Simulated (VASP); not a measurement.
# Au (P6_3/mmc) in VASP: notebook

Au is run at these levels: PBE; tasks: single point, relaxation of cell and atoms.

Program: VASP 6.6.1. These are calculated values, not measurements. Logs are shortened: lines on timing, memory, paths and dates and some standing lists are left out, and cuts for length are marked.

## (1) The cell of the first run

It takes space group P6_3/mmc (No. 194, hexagonal). Conventional cell: a = 2.917 Å, b = 2.917 Å, c = 4.889 Å, α = 90.00°, β = 90.00°, γ = 120.00°. Within 3.8 Å of Au (site symmetry -6m2) lie 12 Au at 2.92 to 2.97 Å.

This isn't the form of Au at room conditions, which is fcc.

## (2) Single point, PBE

File INCAR:

```
SYSTEM = Au
PREC = Accurate ; ENCUT = 520
EDIFF = 1E-6 ; ISMEAR = 0
SIGMA = 0.1 ; LREAL = .FALSE.
LASPH = .TRUE. ; NELM = 100
ALGO = Fast ; ISIF = 2
LWAVE = .FALSE. ; LCHARG = .FALSE.
GGA = PE ; NBANDS = 18
```

File KPOINTS:

```
regular mesh
0
G
  18 18 10
  0 0 0
```

File POSCAR:

```
Au
1.0
    2.9171320383     -0.0000002926      0.0000000000
   -1.4585657658      2.5263105976      0.0000000000
    0.0000000000      0.0000000000      4.8890473084
Au
2
Direct
    0.0000000000      0.0000000000      0.0000000000
    0.3333333333      0.6666666667      0.5000000000
```

Potentials or basis: VASP PAW PBE potentials, release 64 (Au).

On the command line:

```bash
$ cat potpaw_PBE.64/Au/POTCAR > POTCAR
$ mpirun -np 1 vasp_std > vasp.out
```

OUTCAR:

```text
SYSTEM = Au
   PREC = Accurate
   ENCUT = 520
   EDIFF = 1E-6
   ISMEAR = 0
   LREAL = .FALSE.
   LASPH = .TRUE.
   NELM = 100
   ISIF = 2
   GGA = PE

 ion  position               nearest neighbor table
   1  0.000  0.000  0.000-   2 2.97   2 2.97   2 2.97   2 2.97   2 2.97   2 2.97
   2  0.333  0.667  0.500-   1 2.97   1 2.97   1 2.97   1 2.97   1 2.97   1 2.97

  LATTYP: Found a hexagonal cell.
 ALAT       =     2.9171320383
 C/A-ratio  =     1.6759773792

  Lattice vectors:

 A1 = (   2.9171320383,  -0.0000002926,   0.0000000000)
 A2 = (  -1.4585657658,   2.5263105976,   0.0000000000)
 A3 = (   0.0000000000,   0.0000000000,   4.8890473084)

Analysis of symmetry for initial positions (statically):
=====================================================================
 Subroutine PRICEL returns:
 Original cell was already a primitive cell.

 Routine SETGRP: Setting up the symmetry group for a
 hexagonal supercell.

 Subroutine GETGRP returns: Found 24 space group operations
 (whereof 12 operations were pure point group operations)
 out of a pool of 24 trial point group operations.

The static configuration has the point symmetry D_3h.
 The point group associated with its full space group is D_6h.

Analysis of symmetry for dynamics (positions and initial velocities):
=====================================================================
 Subroutine PRICEL returns:
 Original cell was already a primitive cell.

 Routine SETGRP: Setting up the symmetry group for a
 hexagonal supercell.

 Subroutine GETGRP returns: Found 24 space group operations
 (whereof 12 operations were pure point group operations)
 out of a pool of 24 trial point group operations.

The dynamic configuration has the point symmetry D_3h.
 The point group associated with its full space group is D_6h.

 Subroutine INISYM returns: Found 24 space group operations
 (whereof 12 operations are pure point group operations),
 and found     1 'primitive' translations

----------------------------------------------------------------------------------------

                                     Primitive cell

  volume of cell :      36.0302

  direct lattice vectors                    reciprocal lattice vectors
     2.917132038 -0.000000293  0.000000000     0.342802467  0.197917050  0.000000000
    -1.458565766  2.526310598  0.000000000     0.000000040  0.395834170  0.000000000
     0.000000000  0.000000000  4.889047308     0.000000000  0.000000000  0.204538827
[... 83 lines left out ...]
   NELM   =    100;   NELMIN=  2; NELMDL= -5     # of ELM steps
   EDIFF  = 0.1E-05   stopping-criterion for ELM
   LREAL  =      F    real-space projection
   EDIFFG = 0.1E-04   stopping-criterion for IOM
   NSW    =      0    number of steps for IOM
   IBRION =     -1    ionic relax: 0-MD 1-quasi-New 2-CG
   NFREE  =      0    steps in history (QN), initial steepest desc. (CG)
   ISIF   =      2    stress and relaxation
   ISYM   =      2    0-nonsym 1-usesym 2-fastsym
   POTIM  = 0.5000    time-step for ionic-motion
   TEBEG  =    0.0;   TEEND  =   0.0 temperature during run
   PSTRESS=    0.0 pullay stress
   NELECT =      22.0000    total number of electrons
   NUPDOWN=      -1.0000    fix difference up-down
   EMIN   =  10.00;   EMAX   =-10.00  energy-range for DOS
   EFERMI =   0.00;   METHOD = LEGACY
   ISMEAR =     0;   SIGMA  =   0.10  broadening in eV -4-tet -1-fermi 0-gaus
   EFERMI_NEDOS =   21; number of points for ismear=-14 and -15
   IALGO  =     68    algorithm
   IMIX   =      4    mixing-type and parameters
     AMIX     =   0.40;   BMIX     =  1.00
     AMIX_MAG =   1.60;   BMIX_MAG =  1.00
  volume/ion in A,a.u.               =      18.02       121.57
  Fermi-wavevector in a.u.,A,eV,Ry     =   1.388865  2.624574 26.244905  1.928946
  Thomas-Fermi vector in A             =   2.512950
   LORBIT       =      0    0 simple, 1 ext, 2 COOP (PROOUT), +10 PAW based schemes
   GGA     = PE    functional components
   LHFCALC =     F    Hartree Fock is set to
   AEXX    =    0.0000 exact exchange contribution
   IVDW    =     0    specifies the selected vdW correction
   LEPSILON=     F    determine dielectric tensor
   LRPA    =     F    only Hartree local field effects (RPA)
 non-spin polarized calculation
 RMM-DIIS sequential band-by-band and
 Gauss-broadening in eV      SIGMA  =   0.10
  energy-cutoff  :      520.00
  volume of cell :       36.03
 maximum number of plane-waves:       996
 NGX is ok and might be reduce to    24
   NGX = 11   NGY = 11   NGZ = 19

 number of electron      21.9999998 magnetization

 Free energy of the ion-electron system (eV)
  ---------------------------------------------------
  ext. energy  EPLUGINS =         0.00000000
  ---------------------------------------------------
  free energy    TOTEN  =        -6.42597679 eV

  energy without entropy =       -6.42145511  energy(sigma->0) =       -6.42371595

 E-fermi :   8.5400     XC(G=0): -12.3845

 val. band max:        8.5257446749   @ k =   0.1667   0.1667   0.3000
 cond. band min:       8.5483614277   @ k =   0.3889   0.0000   0.4000
 fundamental gap:      0.0226167528
 Fermi energy:         8.5399564260

 k-point     1 :       0.0000    0.0000    0.0000
  band No.  band energies     occupation
      1      -0.7079      2.00000
      2       1.6742      2.00000
      3       4.0200      2.00000
      4       4.2690      2.00000
      5       4.2690      2.00000
      6       4.5527      2.00000
[... 481 lines left out ...]
      5       4.4761      2.00000
      6       4.5929      2.00000
[... 10 lines left out ...]
     17      20.3985      0.00000
     18      23.0644      0.00000

 [... further k-points ...]

------------------------ aborting loop because EDIFF is reached ----------------------------------------

  FORCE on cell =-STRESS in cart. coord.  units (eV):
  Direction    XX          YY          ZZ          XY          YZ          ZX
  --------------------------------------------------------------------------------------
  -------------------------------------------------------------------------------------
  Total       -0.0320772     -0.0320772     -0.0312972      0.0000000      0.0000000      0.0000000
  in kB       -1.4263939     -1.4263939     -1.3917088      0.0000000      0.0000000      0.0000000
  external PRESSURE =      -1.4148322 kB  Pullay stress =       0.0000000 kB

 VOLUME and BASIS-vectors are now :
 -----------------------------------------------------------------------------
  energy-cutoff  :      520.00
  volume of cell :       36.03
      direct lattice vectors                 reciprocal lattice vectors
     2.917132038 -0.000000293  0.000000000     0.342802467  0.197917050  0.000000000
    -1.458565766  2.526310598  0.000000000     0.000000040  0.395834170  0.000000000
     0.000000000  0.000000000  4.889047308     0.000000000  0.000000000  0.204538827

 POSITION                                       TOTAL-FORCE (eV/Angst)
 -----------------------------------------------------------------------------------
      0.00000      0.00000      0.00000        -0.000000     -0.000000      0.000000
      0.00000      1.68421      2.44452         0.000000      0.000000      0.000000
 -----------------------------------------------------------------------------------
    total drift:                                0.000000     -0.000000     -0.000000

  FREE ENERGIE OF THE ION-ELECTRON SYSTEM (eV)
  ---------------------------------------------------
  free  energy   TOTEN  =        -6.4259767869 eV

  energy  without entropy=       -6.4214551088  energy(sigma->0) =       -6.42371595
```

OSZICAR:

```text
N       E                     dE             d eps       ncg     rms          rms(c)
DAV:   1     0.123357272364E+03    0.12336E+03   -0.11480E+04  8152   0.116E+03
DAV:   2    -0.481952945090E+01   -0.12818E+03   -0.12180E+03  8490   0.257E+02
DAV:   3    -0.694262219847E+01   -0.21231E+01   -0.21115E+01  9426   0.335E+01
DAV:   4    -0.695236437763E+01   -0.97422E-02   -0.97412E-02  8834   0.242E+00
DAV:   5    -0.695245644237E+01   -0.92065E-04   -0.92064E-04  8986   0.247E-01    0.111E+01
RMM:   6    -0.645710231655E+01    0.49535E+00   -0.90803E-01  7996   0.713E+00    0.729E+00
RMM:   7    -0.642965062099E+01    0.27452E-01   -0.10676E-01  8210   0.264E+00    0.337E+00
RMM:   8    -0.642606841350E+01    0.35822E-02   -0.11897E-02  8261   0.800E-01    0.458E-01
RMM:   9    -0.642596553443E+01    0.10288E-03   -0.86331E-04  8758   0.224E-01    0.154E-01
RMM:  10    -0.642597591406E+01   -0.10380E-04   -0.12085E-04  8757   0.740E-02    0.102E-01
RMM:  11    -0.642597661588E+01   -0.70182E-06   -0.25242E-05  8702   0.331E-02    0.145E-02
RMM:  12    -0.642597678690E+01   -0.17102E-06   -0.29769E-06  6976   0.111E-02
   1 F= -.64259768E+01 E0= -.64237159E+01  d E =-.452168E-02
```

stdout:

```text
POSCAR found type information on POSCAR Au
 POSCAR found :  1 types and       2 ions
 scaLAPACK will be used
 LDA part: xc-table for (Slater+PW92), standard interpolation
 POSCAR, INCAR and KPOINTS ok, starting setup
 FFT: planning ... GRIDC
 FFT: planning ... GRID_SOFT
 FFT: planning ... GRID
 WAVECAR not read
 entering main loop
```

Run time: 1.8 min. Hardware: 1 thread of Intel Xeon 8259CL, shared host; peak memory 0.25 GiB.

Results:

```yaml
Free_energy: -6.4260 eV
Pressure: -0.1 GPa
Band_gap_on_the_k_mesh: zero (bands 11 and 12 overlap by 6.58 eV)
```

Levels at points of the mesh, in eV from the Fermi level:
| k point | band 9 | band 10 | band 11 | band 12 | band 13 | band 14 |
| --- | --- | --- | --- | --- | --- | --- |
| (0.00, 0.00, 0.00) | -3.36 | -2.11 | -2.11 | -0.84 | 2.47 | 14.63 |
| (0.50, 0.00, 0.00) | -1.83 | -1.66 | 0.39 | 1.47 | 5.66 | 7.01 |
| (0.00, 0.00, 0.50) | -2.53 | -2.53 | -2.53 | -2.53 | 10.34 | 10.34 |
| (0.50, 0.00, 0.50) | -1.73 | -1.73 | 0.61 | 0.61 | 3.71 | 3.71 |

Caveat: spin-orbit coupling is left out, which moves the levels of the heavy elements.

## (3) Relaxation of cell and atoms, PBE

File INCAR:

```
SYSTEM = Au
  ALGO = Fast
  EDIFF = 1E-6
  EDIFFG = -0.005
  ENCUT = 600
  GGA = PE
  IBRION = 2
  ISIF = 3
  ISMEAR = 0
  LASPH = .TRUE.
  LCHARG = .FALSE.
  LREAL = .FALSE.
  LWAVE = .FALSE.
  NELM = 60
  NSW = 100
  PREC = Accurate
  SIGMA = 0.1
```

File KPOINTS:

```
k-points
0
G
  18 18 10
  0 0 0
```

File POSCAR:

```
Au
1.0
    2.9313305442     -0.0000002940      0.0000000000
   -1.4656650175      2.5386068652      0.0000000000
    0.0000000000      0.0000000000      4.8371528113
Au
2
Direct
    0.0000000000      0.0000000000      0.0000000000
    0.3333333333      0.6666666667      0.5000000000
```

Potentials or basis: VASP PAW PBE potentials, release 64 (Au).

On the command line:

```bash
$ cat potpaw_PBE.64/Au/POTCAR > POTCAR
$ mpirun -np 1 vasp_std > vasp.out
```

It took 7.2 min on 1 thread of Intel Xeon 8259CL, shared host; peak memory 0.27 GiB.

Results (log left out):

```
Free energy               : -6.4258 eV
Energy gained by relaxing : 0.5 meV/atom
Ionic steps               : 7
Pressure after relaxing   : 0.0 GPa
Band gap on the k mesh    : zero (bands 11 and 12 overlap by 6.59 eV)
```

The path:
```csv
step,energy change (eV),largest force (eV/Å),pressure (GPa),volume (Å³)
1,0.0000,0.0000,-0.05,36.00
2,-0.0005,0.0000,0.10,35.96
3,-0.0007,0.0000,0.19,35.94
4,-0.0008,0.0000,0.37,35.89
5,-0.0009,0.0000,-0.24,36.06
6,-0.0010,0.0000,0.08,35.99
7,-0.0010,0.0000,0.02,36.00
```

Final structure:
```xyz
2
Lattice="2.9153 0.0000 0.0000 -1.4576 2.5247 0.0000 0.0000 0.0000 4.8909" Properties=species:S:1:pos:R:3 pbc="T T T"
Au    0.0000    0.0000    0.0000
Au    0.0000    1.6831    2.4455
```

Levels at points of the mesh, in eV from the Fermi level:
| k point | band 7 | band 8 | band 9 | band 10 | band 11 | band 12 | band 13 | band 14 | band 15 |
| --- | --- | --- | --- | --- | --- | --- | --- | --- | --- |
| (0.00, 0.00, 0.00) | -3.99 | -3.36 | -3.36 | -2.11 | -2.11 | -0.85 | 2.46 | 14.63 | 15.71 |
| (0.50, 0.00, 0.00) | -3.44 | -1.90 | -1.83 | -1.66 | 0.39 | 1.48 | 5.65 | 7.01 | 7.14 |
| (0.00, 0.00, 0.50) | -4.31 | -4.31 | -2.54 | -2.54 | -2.54 | -2.54 | 10.32 | 10.32 | 14.90 |
| (0.50, 0.00, 0.50) | -2.30 | -2.30 | -1.73 | -1.73 | 0.60 | 0.60 | 3.72 | 3.72 | 13.03 |

Caveat: spin-orbit coupling is left out, which moves the levels of the heavy elements.
